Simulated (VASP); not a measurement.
Here is a VASP 6.6.1 calculation.

The input INCAR:

```
SYSTEM = Si3C
ALGO = Normal
EDIFF = 1E-6
EDIFFG = -0.04
ENCUT = 600
GGA = PE
IBRION = 2
ISIF = 3
ISMEAR = 0
LASPH = .True.
LCHARG = .False.
LREAL = .False.
LWAVE = .False.
NELM = 60
NSW = 90
PREC = Accurate
SIGMA = 0.1
```

KPOINTS

```
k-points
0
Gamma
  6 6 6
  0 0 0
```

Contents of POSCAR:

```
Si3C
1.0
    4.8606734231      0.0000000000      0.0000000000
   -2.4303367115      4.2094666639      0.0000000000
    0.0000000000      0.0000000000      2.5007447610
Si C
3 1
Direct
    0.5000000000      0.0000000000      0.5000000000
    0.0000000000      0.5000000000      0.5000000000
    0.5000000000      0.5000000000      0.5000000000
    0.0000000000      0.0000000000      0.5000000000
```

Potentials or basis: VASP PAW PBE potentials, release 64 (Si, C).

Launch:

```sh
$ cat potpaw_PBE.64/Si/POTCAR potpaw_PBE.64/C/POTCAR > POTCAR
$ mpirun -np 1 vasp_std > vasp.out
```

**Question.** Predict the band gap on the k mesh.

**Answer.** Zero (band 8 reaches 13.05 eV, above the bottom of band 9 at 7.29 eV).

**Question.** Estimate the space group after relaxing (to 0.05 Å).

**Answer.** P6/mmm (No. 191).

**Question.** Predict the relaxed cell.

**Answer.** a = 4.947 Å, b = 4.947 Å, c = 2.411 Å, α = 90.00°, β = 90.00°, γ = 120.00°.

The path:
```
step  energy change (eV)  largest force (eV/Å)  pressure (GPa)  volume (Å³)
   1              0.0000                0.0000            0.61        51.17
   2             -0.0791                0.0000           -0.93        51.44
   3             -0.0961                0.0000           -0.41        51.37
   4             -0.0963                0.0000           -0.47        51.38
   5             -0.0963                0.0000           -0.50        51.38
   6             -0.0967                0.0000            0.04        51.11
```

Caveat: the k points lie up to 0.43 Å⁻¹ apart in the final cell.
